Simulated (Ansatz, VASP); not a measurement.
**Hf: VASP beside Ansatz**

```
Hf
1.0
     3.19670    0.00000    0.00000
    -1.59835    2.76842    0.00000
     0.00000    0.00000    5.05780
Hf
2
Direct
  0.33333 0.66667 0.25000
  0.66667 0.33333 0.75000
```

Alike in both runs: task single point; functional PBE; k mesh 13 × 13 × 7; occupations fermi-dirac, width 0.05 eV; non-collinear spin, spin-orbit coupling.

```csv
,VASP,Ansatz
version,VASP 6.6.1,Ansatz 0.2.0
potentials or method,"VASP PAW PBE potentials, release 64 (Hf_pv), cutoff 520 eV",all-electron LAPW
```

```csv
,VASP,Ansatz,Ansatz less VASP
pressure (GPa),0.0,0.5,+0.49
"traceless stress, the component that is largest in VASP (GPa)",-0.10,-0.05,+0.054
```

Ansatz ran all-electron here, and VASP with PAW potentials.
